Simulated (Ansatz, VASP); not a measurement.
**Two plane-wave programs on GaN**

The input POSCAR:

```
GaN
1.0
    0.0000000000      2.2535006075      2.2535006075
    2.2535006075      0.0000000000      2.2535006075
    2.2535006075      2.2535006075      0.0000000000
Ga N
1 1
Direct
    0.0000000000      0.0000000000      0.0000000000
    0.2500000000      0.2500000000      0.2500000000
```

INCAR.step1

```
PREC = Accurate ; ENCUT = 520
EDIFF = 1E-5 ; ISMEAR = -1
SIGMA = 0.05 ; LREAL = F
LASPH = T ; NELM = 80
ALGO = Normal ; ISIF = 2
LWAVE = T ; NBANDS = 16
GGA = PE
```

INCAR.step2

```
PREC = Accurate ; ENCUT = 520
EDIFF = 1E-7 ; ISMEAR = -1
SIGMA = 0.05 ; LREAL = F
LASPH = T ; NELM = 80
ALGO = Normal ; ISIF = 2
LWAVE = F ; LCHARG = T
GGA = B3 ; LHFCALC = T
AEXX = 0.2 ; AGGAX = 0.72
AGGAC = 0.81 ; ALDAC = 0.19
PRECFOCK = Normal ; LELF = T
LVHAR = T ; NBANDS = 16
ISTART = 1
```

The input KPOINTS:

```
regular mesh
0
Gamma
  6 6 6
```

The input input.yaml:

```yaml
crystal:
  lattice:
    - [0.0, 2.2535006075, 2.2535006075]
    - [2.2535006075, 0.0, 2.2535006075]
    - [2.2535006075, 2.2535006075, 0.0]
  atoms:
    - { symbol: Ga, position: [0.0, 0.0, 0.0] }
    - { symbol: "N", position: [0.25, 0.25, 0.25] }
hamiltonian:
  xc: b3lyp
  pseudopotentials: { kind: paw }
kpoints:
  mp_grid: { grid: [6, 6, 6] }
  band_path:
    path:
      - [[0.0, 0.0, 0.0], [0.5, 0.0, 0.5], [0.5, 0.25, 0.75], [0.375, 0.375, 0.75], [0.0, 0.0, 0.0], [0.5, 0.5, 0.5], [0.625, 0.25, 0.625], [0.5, 0.25, 0.75], [0.5, 0.5, 0.5], [0.375, 0.375, 0.75]]
      - [[0.625, 0.25, 0.625], [0.5, 0.0, 0.5]]
    npoints: 4
scf:
  occupations: { method: fermi_dirac, width: 0.05 }
  n_extra_bands: 6
output:
  forces: true
  stress: true
  eigenvalues: true
  fatbands: false
```

Alike in both runs: functional B3LYP; k mesh 6 × 6 × 6; occupations fermi-dirac, width 0.05 eV; no spin polarisation.

|  | VASP | Ansatz |
| --- | --- | --- |
| version | VASP 6.6.1 | Ansatz 0.2.0 |
| potentials or method | VASP PAW PBE potentials, release 64 (Ga_d, N) | Ansatz PAW |
| plane-wave cutoff (eV) | 520 | 420 |
| valence electrons in the cell | 18 | 18 |
| task | single point | band structure |

VASP gave:

| Property | Result |
| --- | --- |
| gap on the k mesh at the Fermi level (eV) | 3.40 |
| least direct gap on the mesh (eV) | 3.40 |
| pressure (GPa) | 5.3 |

Problem. What did Ansatz give for the same quantities?

Solution. gap on the k mesh at the Fermi level (eV): 3.38; least direct gap on the mesh (eV): 3.38; pressure (GPa): 4.0.

VASP's potentials were made for PBE, not for B3LYP.
